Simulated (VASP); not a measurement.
# PtSe2 (Sudovikovite) (P-3m1) in VASP: notebook

PtSe2 (Sudovikovite) is run at these levels: r2SCAN; tasks: single point.

Program: VASP 6.6.1. These are calculated values, not measurements. Logs are shortened: lines on timing, memory, paths and dates and some standing lists are left out, and cuts for length are marked.

## (1) The cell of the first run

It takes space group P-3m1 (No. 164, trigonal). Conventional cell: a = 3.718 Å, b = 3.718 Å, c = 5.816 Å, α = 90.00°, β = 90.00°, γ = 120.00°. Pt (site symmetry -3m) has 6 Se at 2.52 Å within 3.3 Å. Within 3.3 Å of Se (site symmetry 3m) lie 3 Pt at 2.52 Å.

## (2) Single point, r2SCAN

POSCAR

```
PtSe2
1.0
    3.7177548348      0.0000000000      0.0000000000
   -1.8588774174      3.2196701320      0.0000000000
    0.0000000000      0.0000000000      5.8155467378
Pt Se
1 2
Direct
    0.0000000000      0.0000000000      0.0000000000
    0.3333333333      0.6666666667      0.2254163915
    0.6666666667      0.3333333333      0.7745836085
```

INCAR.step1

```
PREC = Accurate
ENCUT = 520
ISMEAR = 0
SIGMA = 0.02
LREAL = False
LASPH = True
NELM = 100
NBANDS = 18
GGA = PE
ALGO = Normal
EDIFF = 1E-4
LWAVE = True
LCHARG = False
```

INCAR.step2

```
PREC = Accurate
ENCUT = 520
EDIFF = 1E-7
ISMEAR = 0
SIGMA = 0.02
LREAL = False
LASPH = True
NELM = 100
ALGO = Normal
ISIF = 2
LWAVE = False
LCHARG = False
METAGGA = R2SCAN
LMIXTAU = True
NBANDS = 18
ISTART = 1
```

KPOINTS

```
regular mesh
0
Gamma
  12 12 6
```

Potentials or basis: VASP PAW PBE potentials, release 64 (Pt, Se).

Started as:

```sh
cat potpaw_PBE.64/Pt/POTCAR potpaw_PBE.64/Se/POTCAR > POTCAR
cp INCAR.step1 INCAR
mpirun -np 1 vasp_std > vasp.out
cp INCAR.step2 INCAR
mpirun -np 1 vasp_std > vasp.out
```

OUTCAR:

```text
PREC = Accurate
   ENCUT = 520
   EDIFF = 1E-7
   ISMEAR = 0
   LREAL = False
   LASPH = True
   NELM = 100
   ISIF = 2
   METAGGA = R2SCAN
   ISTART = 1

 ion  position               nearest neighbor table
   1  0.000  0.000  0.000-   2 2.52   3 2.52   3 2.52   2 2.52   3 2.52   2 2.52
   2  0.333  0.667  0.225-   1 2.52   1 2.52   1 2.52
   3  0.667  0.333  0.775-   1 2.52   1 2.52   1 2.52

  LATTYP: Found a hexagonal cell.
 ALAT       =     3.7177548348
 C/A-ratio  =     1.5642631094

  Lattice vectors:

 A1 = (   3.7177548348,   0.0000000000,   0.0000000000)
 A2 = (  -1.8588774174,   3.2196701320,   0.0000000000)
 A3 = (   0.0000000000,   0.0000000000,   5.8155467378)

Analysis of symmetry for initial positions (statically):
=====================================================================
 Subroutine PRICEL returns:
 Original cell was already a primitive cell.

 Routine SETGRP: Setting up the symmetry group for a
 hexagonal supercell.

 Subroutine GETGRP returns: Found 12 space group operations
 (whereof 12 operations were pure point group operations)
 out of a pool of 24 trial point group operations.

The static configuration has the point symmetry D_3d.

Analysis of symmetry for dynamics (positions and initial velocities):
=====================================================================
 Subroutine PRICEL returns:
 Original cell was already a primitive cell.

 Routine SETGRP: Setting up the symmetry group for a
 hexagonal supercell.

 Subroutine GETGRP returns: Found 12 space group operations
 (whereof 12 operations were pure point group operations)
 out of a pool of 24 trial point group operations.

The dynamic configuration has the point symmetry D_3d.

 Subroutine INISYM returns: Found 12 space group operations
 (whereof 12 operations are pure point group operations),
 and found     1 'primitive' translations

----------------------------------------------------------------------------------------

                                     Primitive cell

  volume of cell :      69.6118

  direct lattice vectors                    reciprocal lattice vectors
     3.717754835  0.000000000  0.000000000     0.268979544  0.155295412  0.000000000
    -1.858877417  3.219670132  0.000000000     0.000000000  0.310590824  0.000000000
     0.000000000  0.000000000  5.815546738     0.000000000  0.000000000  0.171952878

  length of vectors
     3.717754835  3.717754835  5.815546738     0.310590824  0.310590824  0.171952878

  position of ions in fractional coordinates (direct lattice)
     0.000000000  0.000000000  0.000000000
     0.333333333  0.666666667  0.225416391
     0.666666667  0.333333333  0.774583609

  ion indices of the primitive-cell ions
   primitive index   ion index
                 1           1
                 2           2
                 3           3

----------------------------------------------------------------------------------------

 KPOINTS: regular mesh

Automatic generation of k-mesh.
 Grid dimensions read from file:
 generate k-points for:   12   12    6

 Generating k-lattice:

  Cartesian coordinates                     Fractional coordinates (reciprocal lattice)
     0.022414962  0.012941284  0.000000000     0.083333333 -0.000000000  0.000000000
     0.000000000  0.025882569  0.000000000     0.000000000  0.083333333  0.000000000
     0.000000000  0.000000000  0.028658813     0.000000000  0.000000000  0.166666667

  Length of vectors
     0.025882569  0.025882569  0.028658813

  Shift w.r.t. Gamma in fractional coordinates (k-lattice)
     0.000000000  0.000000000  0.000000000

 Subroutine IBZKPT returns following result:
 ===========================================

 Found    100 irreducible k-points:

 Following reciprocal coordinates:
            Coordinates               Weight
  0.000000  0.000000  0.000000      1.000000
  0.083333 -0.000000  0.000000      6.000000
  0.166667  0.000000  0.000000      6.000000
  0.250000  0.000000  0.000000      6.000000
  0.333333  0.000000  0.000000      6.000000
  0.416667  0.000000  0.000000      6.000000
[... 16 lines left out ...]
  0.166667  0.000000  0.166667      6.000000
  0.000000  0.166667  0.166667      6.000000
 [... further k-points ...]
   k-points           NKPTS =    100   k-points in BZ     NKDIM =    100   number of bands    NBANDS=     18
   number of dos      NEDOS =    301   number of ions     NIONS =      3
   total plane-waves  NPLWV =  37632
   dimension x,y,z NGX =    28 NGY =   28 NGZ =   48
   dimension x,y,z NGXF=    56 NGYF=   56 NGZF=   96
   ions per type =               1   2
   NGX,Y,Z   is equivalent  to a cutoff of  12.52, 12.52, 13.72 a.u.
   NGXF,Y,Z  is equivalent  to a cutoff of  25.04, 25.04, 27.44 a.u.
 SYSTEM =  unknown system
   PREC   = accura    normal or accurate (medium, high low for compatibility)
   ISTART =      1    job   : 0-new  1-cont  2-samecut
   ICHARG =      0    charge: 1-file 2-atom 10-const
   ISPIN  =      1    spin polarized calculation?
   LNONCOLLINEAR =      F non collinear calculations
   LSORBIT =      F    spin-orbit coupling
   LASPH  =      T    aspherical Exc in radial PAW
   ENCUT  =  520.0 eV  38.22 Ry    6.18 a.u.   6.91  6.91 10.81*2*pi/ulx,y,z
   NELM   =    100;   NELMIN=  2; NELMDL=  0     # of ELM steps
   EDIFF  = 0.1E-06   stopping-criterion for ELM
   LREAL  =      F    real-space projection
   EDIFFG = 0.1E-05   stopping-criterion for IOM
   NSW    =      0    number of steps for IOM
   IBRION =     -1    ionic relax: 0-MD 1-quasi-New 2-CG
   NFREE  =      0    steps in history (QN), initial steepest desc. (CG)
   ISIF   =      2    stress and relaxation
   ISYM   =      2    0-nonsym 1-usesym 2-fastsym
   POTIM  = 0.5000    time-step for ionic-motion
   TEBEG  =    0.0;   TEEND  =   0.0 temperature during run
   PSTRESS=    0.0 pullay stress
   NELECT =      22.0000    total number of electrons
   NUPDOWN=      -1.0000    fix difference up-down
   EMIN   =  10.00;   EMAX   =-10.00  energy-range for DOS
   EFERMI =   0.00;   METHOD = LEGACY
   ISMEAR =     0;   SIGMA  =   0.02  broadening in eV -4-tet -1-fermi 0-gaus
   EFERMI_NEDOS =   21; number of points for ismear=-14 and -15
   IALGO  =     38    algorithm
   IMIX   =      4    mixing-type and parameters
     AMIX     =   0.40;   BMIX     =  1.00
     AMIX_MAG =   1.60;   BMIX_MAG =  1.00
  volume/ion in A,a.u.               =      23.20       156.59
  Fermi-wavevector in a.u.,A,eV,Ry     =   1.115120  2.107271 16.918736  1.243492
  Thomas-Fermi vector in A             =   2.251721
   LORBIT       =      0    0 simple, 1 ext, 2 COOP (PROOUT), +10 PAW based schemes
   METAGGA = R2SCAN    functional components
   LHFCALC =     F    Hartree Fock is set to
   AEXX    =    0.0000 exact exchange contribution
   IVDW    =     0    specifies the selected vdW correction
   LEPSILON=     F    determine dielectric tensor
   LRPA    =     F    only Hartree local field effects (RPA)
 non-spin polarized calculation
 Gauss-broadening in eV      SIGMA  =   0.02
  energy-cutoff  :      520.00
  volume of cell :       69.61
 maximum number of plane-waves:      1891
   NGX = 13   NGY = 13   NGZ = 21

 number of electron      21.9999998 magnetization

 Free energy of the ion-electron system (eV)
  ---------------------------------------------------
  ext. energy  EPLUGINS =         0.00000000
  ---------------------------------------------------
  free energy    TOTEN  =       -81.49809663 eV

  energy without entropy =      -81.49809663  energy(sigma->0) =      -81.49809663

 E-fermi :   4.4480     XC(G=0): -10.3881

 val. band max:        4.3389473732   @ k =   0.0833  -0.0000   0.0000
 cond. band min:       4.9045481769   @ k =   0.0000   0.2500   0.3333
 fundamental gap:      0.5656008037
 Fermi energy:         4.4479668368

 k-point     1 :       0.0000    0.0000    0.0000
  band No.  band energies     occupation
      1     -10.9723      2.00000
      2      -8.8187      2.00000
      3      -2.0424      2.00000
      4      -1.6090      2.00000
      5      -1.6090      2.00000
      6       0.6960      2.00000
[... 10 lines left out ...]
     17      12.6764      0.00000
     18      15.5629      0.00000

 k-point     2 :       0.0833   -0.0000    0.0000
  band No.  band energies     occupation
      1     -10.8936      2.00000
      2      -8.8328      2.00000
      3      -1.9553      2.00000
      4      -1.5933      2.00000
      5      -1.5600      2.00000
      6       0.5957      2.00000
[... 10 lines left out ...]
     17      12.9636      0.00000
     18      15.3448      0.00000

 k-point     3 :       0.1667    0.0000    0.0000
  band No.  band energies     occupation
      1     -10.6666      2.00000
      2      -8.8726      2.00000
      3      -1.7266      2.00000
      4      -1.5120      2.00000
      5      -1.4286      2.00000
      6       0.2203      2.00000
[... 10 lines left out ...]
     17      13.6408      0.00000
     18      14.3384      0.00000

 k-point     4 :       0.2500    0.0000    0.0000
  band No.  band energies     occupation
      1     -10.3221      2.00000
      2      -8.9325      2.00000
      3      -1.5797      2.00000
      4      -1.2660      2.00000
      5      -1.1896      2.00000
      6      -0.4408      2.00000
[... 375 lines left out ...]
      4      -1.5616      2.00000
      5      -1.5486      2.00000
      6       0.5886      2.00000
[... 10 lines left out ...]
     17      13.0430      0.00000
     18      14.6576      0.00000

 k-point    23 :       0.1667    0.0000    0.1667
  band No.  band energies     occupation
      1     -10.6264      2.00000
      2      -8.9484      2.00000
      3      -1.6622      2.00000
      4      -1.4454      2.00000
      5      -1.4182      2.00000
      6       0.2379      2.00000
[... 10 lines left out ...]
     17      13.3988      0.00000
     18      14.1747      0.00000

 k-point    24 :       0.0000    0.1667    0.1667
  band No.  band energies     occupation
      1     -10.6304      2.00000
      2      -8.9387      2.00000
      3      -1.7873      2.00000
      4      -1.4362      2.00000
      5      -1.3266      2.00000
      6       0.1895      2.00000
[... 10 lines left out ...]
     17      13.7241      0.00000
     18      13.8704      0.00000

 [... further k-points ...]
[... 5 lines left out ...]
  --------------------------------------------------------------------------------------
  -------------------------------------------------------------------------------------
  Total        0.0364499      0.0364499      0.0216579      0.0000000      0.0000000      0.0000000
  in kB        0.8389266      0.8389266      0.4984763      0.0000000      0.0000000      0.0000000
  external PRESSURE =       0.7254432 kB  Pullay stress =       0.0000000 kB

 VOLUME and BASIS-vectors are now :
 -----------------------------------------------------------------------------
  energy-cutoff  :      520.00
  volume of cell :       69.61
      direct lattice vectors                 reciprocal lattice vectors
     3.717754835  0.000000000  0.000000000     0.268979544  0.155295412  0.000000000
    -1.858877417  3.219670132  0.000000000     0.000000000  0.310590824  0.000000000
     0.000000000  0.000000000  5.815546738     0.000000000  0.000000000  0.171952878

 POSITION                                       TOTAL-FORCE (eV/Angst)
 -----------------------------------------------------------------------------------
      0.00000      0.00000      0.00000         0.000000     -0.000000      0.000000
     -0.00000      2.14645      1.31092        -0.000000      0.000000      0.009943
      1.85888      1.07322      4.50463         0.000000     -0.000000     -0.009943
 -----------------------------------------------------------------------------------
    total drift:                               -0.000000      0.000000     -0.000000

  FREE ENERGIE OF THE ION-ELECTRON SYSTEM (eV)
  ---------------------------------------------------
  free  energy   TOTEN  =       -81.4980966283 eV

  energy  without entropy=      -81.4980966283  energy(sigma->0) =      -81.49809663
```

Wall time 3.4 min (1 thread of Intel Xeon 6975P-C (Granite Rapids), shared host); peak memory 0.29 GiB.

What came out:

| Quantity | Value |
| --- | --- |
| Free energy | -81.4981 eV |
| Pressure | 0.1 GPa |
| Largest force | 0.010 eV/Å |
| Band gap on the k mesh | 0.57 eV, indirect (least direct gap 0.94 eV) |

Forces on the atoms (eV/Å):
```
Pt   0.000  0.000  0.000
Se   0.000  0.000  0.010
Se   0.000  0.000 -0.010
```

Caveat: the PAW data sets were made with another functional, which shifts forces and pressure a little; spin-orbit coupling is left out, which moves the levels of the heavy elements. r2SCAN opens gaps a little over a GGA but as a rule still falls short of measured ones.

(Part 1 of 2 ends here.)
